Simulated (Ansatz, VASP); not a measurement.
**SiO2 in VASP and in Ansatz**

The input POSCAR:

```
SiO2
1.0
    0.0000000000      2.2641691173      2.3773775731
    2.2641691173      0.0000000000      2.3773775731
    2.2641691173      2.2641691173      0.0000000000
Si O
1 2
Direct
    0.0000000000      0.0000000000      0.0000000000
    0.2500000000      0.2500000000      0.2500000000
    0.7500000000      0.7500000000      0.7500000000
```

The input INCAR.step1:

```
  PREC = Accurate
  ENCUT = 520
  EDIFF = 1E-5
  ISMEAR = 0
  SIGMA = 0.01
  LREAL = False
  LASPH = True
  NELM = 60
  ALGO = Normal
  ISIF = 2
  LWAVE = True
  LCHARG = False
  NBANDS = 15
  GGA = PE
```

File INCAR.step2:

```
  PREC = Accurate
  ENCUT = 520
  EDIFF = 1E-6
  ISMEAR = 0
  SIGMA = 0.01
  LREAL = False
  LASPH = True
  NELM = 60
  ALGO = Normal
  ISIF = 2
  LWAVE = False
  LCHARG = False
  GGA = PE
  LHFCALC = True
  HFSCREEN = 0.2079
  PRECFOCK = Normal
  NBANDS = 15
  ISTART = 1
```

File KPOINTS:

```
Automatic mesh
0
Gamma
  6 6 6
```

Input for Ansatz:

```yaml
crystal:
  lattice:
    - [0.0, 2.2641691173, 2.3773775731]
    - [2.2641691173, 0.0, 2.3773775731]
    - [2.2641691173, 2.2641691173, 0.0]
  atoms:
    - { symbol: Si, position: [0.0, 0.0, 0.0] }
    - { symbol: O, position: [0.25, 0.25, 0.25] }
    - { symbol: O, position: [0.75, 0.75, 0.75] }
kpoints:
  mp_grid: { grid: [6, 6, 6] }
  band_path:
    path:
      - [0.0, 0.0, 0.0]
      - [0.5, 0.0, 0.5]
      - [0.625, 0.25, 0.625]
      - [0.375, 0.375, 0.75]
      - [0.5, 0.5, 0.5]
      - [0.5, 0.25, 0.75]
    npoints: 1
hamiltonian:
  xc: hse06
scf:
  occupations: { method: fixed }
  n_extra_bands: 4
output:
  forces: true
  stress: true
  eigenvalues: true
```

Change from the starting cell: uniaxial_z strain +5.0%.

Alike in both runs: task single point; functional HSE06; k mesh 6 × 6 × 6; no spin polarisation.

```csv
,VASP,Ansatz
version,VASP 6.6.1,Ansatz 0.2.0
potentials or method,"VASP PAW PBE potentials, release 64 (Si, O)","plane waves, PAW"
plane-wave cutoff (eV),520,420
occupations,"gaussian, width 0.01 eV",fixed
valence electrons in the cell,16,16
```

```csv
,VASP,Ansatz,Ansatz less VASP
gap on the k mesh at the Fermi level (eV),2.68,2.71,+0.036
pressure (GPa),-16.6,-16.9,-0.32
"traceless stress, the component that is largest in VASP (GPa)",-33.02,-33.05,-0.039
```

Ansatz's warnings: stress exchange threshold loose, stress scf threshold loose.
